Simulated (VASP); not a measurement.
# Fe2Pt (P-3m1) in VASP: single point with PBE

Aim: the single point of Fe2Pt with PBE.

Everything below comes from runs of VASP 6.6.1. Logs are shortened: lines on timing, memory, paths and dates and some standing lists are left out, and cuts for length are marked.

### Step 1. The cell of the first run

It takes space group P-3m1 (No. 164, trigonal). Conventional cell: a = 2.618 Å, b = 2.618 Å, c = 6.277 Å, α = 90.00°, β = 90.00°, γ = 120.00°. Fe (site symmetry 3m) has 9 Fe at 2.36 to 2.62 Å and 3 Pt at 2.69 Å within 3.1 Å. Within 3.5 Å of Pt (site symmetry -3m) lie 6 Pt at 2.62 Å and 6 Fe at 2.69 Å.

### Step 2. Single point, PBE, collinear spin, antiferromagnetic start

Contents of INCAR:

```
PREC = Accurate
ENCUT = 520
EDIFF = 1E-6
ISMEAR = -1
SIGMA = 0.025
LREAL = False
LASPH = True
NELM = 150
ALGO = Normal
ISIF = 2
LWAVE = False
LCHARG = False
ISPIN = 2
MAGMOM = 1.9 -1.9 0
LORBIT = 11
LMAXMIX = 4
GGA = PE
NBANDS = 24
```

Contents of KPOINTS:

```
regular mesh
0
Gamma
  12 12 5
```

Contents of POSCAR:

```
Fe2Pt
1.0
    2.6175999160      0.0000000000      0.0000000000
   -1.3087999580      2.2669080242      0.0000000000
    0.0000000000      0.0000000000      6.2768510000
Fe Pt
2 1
Direct
    0.3333333333      0.6666666667      0.6445400000
    0.6666666667      0.3333333333      0.3554600000
    0.0000000000      0.0000000000      0.0000000000
```

Potentials or basis: VASP PAW PBE potentials, release 64 (Fe, Pt).

On the command line:

```bash
cat potpaw_PBE.64/Fe/POTCAR potpaw_PBE.64/Pt/POTCAR > POTCAR
mpirun -np 1 vasp_std > vasp.out
```

OUTCAR:

```text
PREC = Accurate
   ENCUT = 520
   EDIFF = 1E-6
   ISMEAR = -1
   LREAL = False
   LASPH = True
   NELM = 150
   ISIF = 2
   ISPIN = 2
   LORBIT = 11
   GGA = PE

 ion  position               nearest neighbor table
   1  0.333  0.667  0.645-   2 2.36   2 2.36   2 2.36   3 2.69   3 2.69   3 2.69
   2  0.667  0.333  0.355-   1 2.36   1 2.36   1 2.36   3 2.69   3 2.69   3 2.69
   3  0.000  0.000  0.000-   1 2.69   2 2.69   1 2.69   2 2.69   2 2.69   1 2.69

  LATTYP: Found a hexagonal cell.
 ALAT       =     2.6175999160
 C/A-ratio  =     2.3979413208

  Lattice vectors:

 A1 = (   2.6175999160,   0.0000000000,   0.0000000000)
 A2 = (  -1.3087999580,   2.2669080242,   0.0000000000)
 A3 = (   0.0000000000,   0.0000000000,   6.2768510000)

Analysis of symmetry for initial positions (statically):
=====================================================================
 Subroutine PRICEL returns:
 Original cell was already a primitive cell.

 Routine SETGRP: Setting up the symmetry group for a
 hexagonal supercell.

 Subroutine GETGRP returns: Found 12 space group operations
 (whereof 12 operations were pure point group operations)
 out of a pool of 24 trial point group operations.

The static configuration has the point symmetry D_3d.

Analysis of symmetry for dynamics (positions and initial velocities):
=====================================================================
 Subroutine PRICEL returns:
 Original cell was already a primitive cell.

 Routine SETGRP: Setting up the symmetry group for a
 hexagonal supercell.

 Subroutine GETGRP returns: Found 12 space group operations
 (whereof 12 operations were pure point group operations)
 out of a pool of 24 trial point group operations.

The dynamic configuration has the point symmetry D_3d.

Analysis of structural, dynamic, and magnetic symmetry:
=====================================================================
 Subroutine PRICEL returns:
 Original cell was already a primitive cell.

 Routine SETGRP: Setting up the symmetry group for a
 hexagonal supercell.

 Subroutine GETGRP returns: Found 12 space group operations
 (whereof 12 operations were pure point group operations)
 out of a pool of 24 trial point group operations.

The overall configuration has the point symmetry D_3d.

 Subroutine INISYM returns: Found 12 space group operations
 (whereof 12 operations are pure point group operations),
 and found     1 'primitive' translations

----------------------------------------------------------------------------------------

                                     Primitive cell

  volume of cell :      37.2459

  direct lattice vectors                    reciprocal lattice vectors
     2.617599916  0.000000000  0.000000000     0.382029352  0.220564749  0.000000000
    -1.308799958  2.266908024  0.000000000     0.000000000  0.441129499  0.000000000
     0.000000000  0.000000000  6.276851000     0.000000000  0.000000000  0.159315555

  length of vectors
     2.617599916  2.617599916  6.276851000     0.441129499  0.441129499  0.159315555

  position of ions in fractional coordinates (direct lattice)
     0.333333333  0.666666667  0.644540000
     0.666666667  0.333333333  0.355460000
     0.000000000  0.000000000  0.000000000

  ion indices of the primitive-cell ions
   primitive index   ion index
                 1           1
                 2           2
                 3           3

----------------------------------------------------------------------------------------

 KPOINTS: regular mesh

Automatic generation of k-mesh.
 Grid dimensions read from file:
 generate k-points for:   12   12    5

 Generating k-lattice:

  Cartesian coordinates                     Fractional coordinates (reciprocal lattice)
     0.031835779  0.018380396  0.000000000     0.083333333 -0.000000000  0.000000000
     0.000000000  0.036760792  0.000000000     0.000000000  0.083333333  0.000000000
     0.000000000  0.000000000  0.031863111     0.000000000  0.000000000  0.200000000

  Length of vectors
     0.036760792  0.036760792  0.031863111

  Shift w.r.t. Gamma in fractional coordinates (k-lattice)
     0.000000000  0.000000000  0.000000000

 Subroutine IBZKPT returns following result:
 ===========================================

 Found     81 irreducible k-points:

 Following reciprocal coordinates:
            Coordinates               Weight
  0.000000  0.000000  0.000000      1.000000
  0.083333  0.000000  0.000000      6.000000
  0.166667  0.000000  0.000000      6.000000
  0.250000  0.000000  0.000000      6.000000
  0.333333  0.000000  0.000000      6.000000
  0.416667  0.000000  0.000000      6.000000
[... 16 lines left out ...]
  0.166667  0.000000  0.200000      6.000000
  0.000000  0.166667  0.200000      6.000000
 [... further k-points ...]
   k-points           NKPTS =     81   k-points in BZ     NKDIM =     81   number of bands    NBANDS=     24
   number of dos      NEDOS =    301   number of ions     NIONS =      3
   total plane-waves  NPLWV =  19200
   dimension x,y,z NGX =    20 NGY =   20 NGZ =   48
   dimension x,y,z NGXF=    40 NGYF=   40 NGZF=   96
   ions per type =               2   1
   NGX,Y,Z   is equivalent  to a cutoff of  12.70, 12.70, 12.71 a.u.
   NGXF,Y,Z  is equivalent  to a cutoff of  25.40, 25.40, 25.43 a.u.
 SYSTEM =  unknown system
   PREC   = accura    normal or accurate (medium, high low for compatibility)
   ISTART =      0    job   : 0-new  1-cont  2-samecut
   ICHARG =      2    charge: 1-file 2-atom 10-const
   ISPIN  =      2    spin polarized calculation?
   LNONCOLLINEAR =      F non collinear calculations
   LSORBIT =      F    spin-orbit coupling
   LASPH  =      T    aspherical Exc in radial PAW
   ENCUT  =  520.0 eV  38.22 Ry    6.18 a.u.   4.87  4.87 11.67*2*pi/ulx,y,z
   NELM   =    150;   NELMIN=  2; NELMDL= -5     # of ELM steps
   EDIFF  = 0.1E-05   stopping-criterion for ELM
   LREAL  =      F    real-space projection
   EDIFFG = 0.1E-04   stopping-criterion for IOM
   NSW    =      0    number of steps for IOM
   IBRION =     -1    ionic relax: 0-MD 1-quasi-New 2-CG
   NFREE  =      0    steps in history (QN), initial steepest desc. (CG)
   ISIF   =      2    stress and relaxation
   ISYM   =      2    0-nonsym 1-usesym 2-fastsym
   POTIM  = 0.5000    time-step for ionic-motion
   TEBEG  =    0.0;   TEEND  =   0.0 temperature during run
   PSTRESS=    0.0 pullay stress
   NELECT =      26.0000    total number of electrons
   NUPDOWN=      -1.0000    fix difference up-down
   EMIN   =  10.00;   EMAX   =-10.00  energy-range for DOS
   EFERMI =   0.00;   METHOD = LEGACY
   ISMEAR =    -1;   SIGMA  =   0.03  broadening in eV -4-tet -1-fermi 0-gaus
   EFERMI_NEDOS =   21; number of points for ismear=-14 and -15
   IALGO  =     38    algorithm
   IMIX   =      4    mixing-type and parameters
     AMIX     =   0.40;   BMIX     =  1.00
     AMIX_MAG =   1.60;   BMIX_MAG =  1.00
  volume/ion in A,a.u.               =      12.42        83.78
  Fermi-wavevector in a.u.,A,eV,Ry     =   1.452244  2.744343 28.694863  2.109013
  Thomas-Fermi vector in A             =   2.569648
   LORBIT       =     11    0 simple, 1 ext, 2 COOP (PROOUT), +10 PAW based schemes
   GGA     = PE    functional components
   LHFCALC =     F    Hartree Fock is set to
   AEXX    =    0.0000 exact exchange contribution
   IVDW    =     0    specifies the selected vdW correction
   LEPSILON=     F    determine dielectric tensor
   LRPA    =     F    only Hartree local field effects (RPA)
 spin polarized calculation
  energy-cutoff  :      520.00
  volume of cell :       37.25
 maximum number of plane-waves:      1029
   NGX =  9   NGY =  9   NGZ = 23

 number of electron      26.0000011 magnetization      -0.0000000

 number of electron      26.0000011 magnetization       0.0000000

 Free energy of the ion-electron system (eV)
  ---------------------------------------------------
  ext. energy  EPLUGINS =         0.00000000
  ---------------------------------------------------
  free energy    TOTEN  =       -22.23580163 eV

  energy without entropy =      -22.22747538  energy(sigma->0) =      -22.23163850

 E-fermi :   8.6015     XC(G=0): -13.3369

 val. band max:        8.6012041036   @ k =   0.4167   0.0000   0.4000
 cond. band min:       8.6078852964   @ k =   0.1667   0.0000   0.2000
 fundamental gap:      0.0066811928
 Fermi energy:         8.6014828319

 spin component 1

 k-point     1 :       0.0000    0.0000    0.0000
  band No.  band energies     occupation
      1      -1.4963      1.00000
      2       1.1436      1.00000
      3       3.3919      1.00000
      4       4.3272      1.00000
      5       4.3272      1.00000
      6       5.0590      1.00000
[... 16 lines left out ...]
     23      28.7353      0.00000
     24      30.8839      0.00000
[... 598 lines left out ...]
      2       1.8862      1.00000
      3       3.2529      1.00000
      4       3.7995      1.00000
      5       4.8302      1.00000
      6       5.1420      1.00000
[... 16 lines left out ...]
     23      27.0390      0.00000
     24      27.1230      0.00000

 [... further k-points ...]

 spin component 2

 k-point     1 :       0.0000    0.0000    0.0000
  band No.  band energies     occupation
      1      -1.4963      1.00000
      2       1.1436      1.00000
      3       3.3919      1.00000
      4       4.3272      1.00000
      5       4.3272      1.00000
      6       5.0590      1.00000
[... 16 lines left out ...]
     23      28.7353      0.00000
     24      30.8839      0.00000
[... 598 lines left out ...]
      2       1.8862      1.00000
      3       3.2529      1.00000
      4       3.7995      1.00000
      5       4.8302      1.00000
      6       5.1420      1.00000
[... 16 lines left out ...]
     23      27.0390      0.00000
     24      27.1230      0.00000

 [... further k-points ...]

------------------------ aborting loop because EDIFF is reached ----------------------------------------

  FORCE on cell =-STRESS in cart. coord.  units (eV):
  Direction    XX          YY          ZZ          XY          YZ          ZX
  --------------------------------------------------------------------------------------
  -------------------------------------------------------------------------------------
  Total        2.2420426      2.2420426      2.3874660      0.0000000     -0.0000000      0.0000000
  in kB       96.4440519     96.4440519    102.6996074      0.0000000     -0.0000000      0.0000000
  external PRESSURE =      98.5292371 kB  Pullay stress =       0.0000000 kB

 VOLUME and BASIS-vectors are now :
 -----------------------------------------------------------------------------
  energy-cutoff  :      520.00
  volume of cell :       37.25
      direct lattice vectors                 reciprocal lattice vectors
     2.617599916  0.000000000  0.000000000     0.382029352  0.220564749  0.000000000
    -1.308799958  2.266908024  0.000000000     0.000000000  0.441129499  0.000000000
     0.000000000  0.000000000  6.276851000     0.000000000  0.000000000  0.159315555

 POSITION                                       TOTAL-FORCE (eV/Angst)
 -----------------------------------------------------------------------------------
     -0.00000      1.51127      4.04568        -0.000000      0.000000      0.912044
      1.30880      0.75564      2.23117         0.000000      0.000000     -0.912044
      0.00000      0.00000      0.00000        -0.000000      0.000000      0.000000
 -----------------------------------------------------------------------------------
    total drift:                                0.000000     -0.000000      0.000000

  FREE ENERGIE OF THE ION-ELECTRON SYSTEM (eV)
  ---------------------------------------------------
  free  energy   TOTEN  =       -22.2358016332 eV

  energy  without entropy=      -22.2274753764  energy(sigma->0) =      -22.23163850

 total charge

# of ion       s       p       d       tot
------------------------------------------
    1        0.477   0.518   6.251   7.245
    2        0.477   0.518   6.251   7.245
    3        0.747   0.758   8.077   9.582
--------------------------------------------------
tot          1.700   1.793  20.579  24.072

 magnetization (x)

# of ion       s       p       d       tot
------------------------------------------
    1        0.011   0.010   1.964   1.985
    2       -0.011  -0.010  -1.964  -1.985
    3        0.000   0.000   0.000   0.000
--------------------------------------------------
tot          0.000   0.000  -0.000  -0.000
```

Wall time 3.8 min (1 thread of Intel Xeon 8259CL, shared host); peak memory 0.25 GiB.

What came out:

```
Free energy                                           : -22.2358 eV
Pressure                                              : 9.9 GPa
Largest force                                         : 0.912 eV/Å
Band gap on the k mesh                                : zero (filled and empty bands overlap)
Net moment                                            : 0.00 μB per cell
Site moments                                          : Fe +1.99, -1.99; Pt +0.00 μB
Valence electrons inside the program's atomic spheres : Fe 7.25; Pt 9.58
```

Forces on the atoms (eV/Å):
```
Fe   0.000  0.000  0.912
Fe   0.000  0.000 -0.912
Pt   0.000  0.000  0.000
```

Stress tensor (GPa, compression positive):
```
 9.64  0.00  0.00
 0.00  9.64  0.00
 0.00  0.00 10.27
```

Caveat: the cell stands under pressure; spin-orbit coupling is left out, which moves the levels of the heavy elements.
